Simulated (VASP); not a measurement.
SrO (kk07), 4 atoms in the cell. Symmetry: P6_3/mmc, No. 194, hexagonal system. Conventional cell: a = 4.275 Å, b = 4.275 Å, c = 5.156 Å, α = 90.00°, β = 90.00°, γ = 120.00°. Sr (site symmetry -6m2) has 5 O at 2.47 to 2.58 Å within 3.3 Å. Within 3.3 Å of O (site symmetry -6m2) lie 5 Sr at 2.47 to 2.58 Å. 

```yaml
Program: VASP 6.6.1
Task: single point
Functional: LDA
Potentials_or_basis: VASP PAW LDA potentials, release 64 (Sr_sv, O)
Cutoff: 520 eV
k_mesh: 6 × 6 × 4
Occupations: gaussian, width 0.1 eV
Spin: no spin polarisation
Dipole_correction: no
Further_INCAR_settings: ALGO = Normal; EDIFF = 1e-07; NBANDS = 24
```

Potentials or basis: VASP PAW LDA potentials, release 64 (Sr_sv, O).

Launch:

```sh
$ cat potpaw_LDA.64/Sr_sv/POTCAR potpaw_LDA.64/O/POTCAR > POTCAR
$ mpirun -np 1 vasp_std > vasp.out
```

Hardware: 1 thread of Intel(R) Xeon(R) Platinum 8488C (Sapphire Rapids), on a shared host.

Question: Estimate the wall time of this run.

Answer: Wall time 26 s on 1 thread of Intel(R) Xeon(R) Platinum 8488C (Sapphire Rapids), with other jobs on the host, peak memory 0.18 GiB. Counts: scf iterations 16, k points 21.
